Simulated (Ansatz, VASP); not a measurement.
**One calculation of Ni, two programs**

```
CELL_PARAMETERS angstrom
2.48804 0.00000 0.00000
-1.24402 2.15470 0.00000
0.00000 0.00000 26.15740
ATOMIC_POSITIONS crystal
Ni 0.16667 0.33333 0.30699
Ni 0.50000 0.00000 0.38357
Ni 0.83333 0.66667 0.46112
Ni 0.16667 0.33333 0.53888
Ni 0.50000 0.00000 0.61643
Ni 0.83333 0.66667 0.69301
```

Alike in both runs: functional PBE; k mesh 19 × 19 × 1; occupations fermi-dirac, width 0.05 eV; collinear spin.

Ansatz relaxed the structure, and its values are those at the end. VASP's run is a single point on that final structure, the one shown.

|  | VASP | Ansatz |
| --- | --- | --- |
| version | VASP 6.6.1 | Ansatz 0.2.0 |
| potentials or method | VASP PAW PBE potentials, release 64 (Ni) | PAW with Ansatz's default frozen-core files, scalar-relativistic |
| plane-wave cutoff (eV) | 520 | 420 |
| valence electrons in the cell | 60 | 108 |

|  | VASP | Ansatz | Ansatz less VASP |
| --- | --- | --- | --- |
| net moment per atom (μB) | 0.65 | 0.66 | +0.015 |
| size of the moment on the site where the two differ most (μB) | 0.67 | 0.72 | +0.046 |

Site moments also hang on the region over which each program counts them. VASP's potentials hold 60 valence electrons a cell and Ansatz's 108, so a difference there can come from the potentials and not from the codes. Ansatz's warnings: stress scf threshold loose.
